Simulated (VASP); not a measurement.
A run of VASP 6.6.1 is set up as follows.

File INCAR:

```
SYSTEM = BaTe
  PREC = Accurate
  ENCUT = 500
  EDIFF = 1E-6
  ISMEAR = 0
  SIGMA = 0.01
  LREAL = .False.
  LASPH = .True.
  NELM = 120
  ALGO = Normal
  ISIF = 2
  LWAVE = .False.
  LCHARG = .True.
  GGA = PE
  LELF = .True.
  LVHAR = .True.
  NBANDS = 15
  GGA_COMPAT = .False.
```

Contents of KPOINTS:

```
regular mesh
0
Gamma
  3 3 3
  0 0 0
```

Contents of POSCAR:

```
BaTe
1.0
    4.2448181589      0.0000000000      0.0000000000
    0.0000000000      4.2448181589      0.0000000000
    0.0000000000      0.0000000000      4.2448181589
Ba Te
1 1
Direct
    0.0000000000      0.0000000000      0.0000000000
    0.5000000000      0.5000000000      0.5000000000
```

Potentials or basis: VASP PAW PBE potentials, release 64 (Ba_sv, Te).

Launch:

```bash
$ cat potpaw_PBE.64/Ba_sv/POTCAR potpaw_PBE.64/Te/POTCAR > POTCAR
$ mpirun -np 1 vasp_std > vasp.out
```

Problem. Predict the band gap on the k mesh.

Solution. 1.10 eV, direct.

Problem. Predict the pressure.

Solution. 0.8 GPa.

Caveat: the k points lie up to 0.49 Å⁻¹ apart; spin-orbit coupling is left out, which moves the levels of the heavy elements. Expect the measured gap to be larger: semilocal functionals such as PBE lack the derivative discontinuity.
